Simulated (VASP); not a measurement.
A run of VASP 6.6.1:

The input INCAR:

```
SYSTEM = BN
  PREC = Accurate
  ENCUT = 520
  EDIFF = 1E-7
  ISMEAR = 0
  SIGMA = 0.01
  LREAL = .FALSE.
  LASPH = .TRUE.
  NELM = 60
  ALGO = Normal
  ISIF = 2
  LWAVE = .FALSE.
  LCHARG = .FALSE.
  GGA = PS
  NBANDS = 16
```

KPOINTS

```
Automatic mesh
0
G
  9 9 6
  0 0 0
```

The input POSCAR:

```
BN
1.0
    2.5405605600      0.0000000000      0.0000000000
   -1.2702802800      2.2001899848      0.0000000000
    0.0000000000      0.0000000000      4.2026543224
B N
2 2
Direct
    0.3333333333      0.6666666667     -0.0002373567
    0.6666666667      0.3333333333      0.4997626433
    0.3333333333      0.6666666667      0.3742373567
    0.6666666667      0.3333333333      0.8742373567
```

Potentials or basis: VASP PAW PBE potentials, release 64 (B, N).

Command:

```sh
$ cat potpaw_PBE.64/B/POTCAR potpaw_PBE.64/N/POTCAR > POTCAR
$ mpirun -np 1 vasp_std > vasp.out
```

Hardware: 1 thread of Intel(R) Xeon(R) Platinum 8488C (Sapphire Rapids) (shared host).

Question: How long does it take, and how much memory?

Answer: Wall time 12 s on 1 thread of Intel(R) Xeon(R) Platinum 8488C (Sapphire Rapids) (shared host), peak memory 0.13 GiB. Counts: scf iterations 13, k points 48.
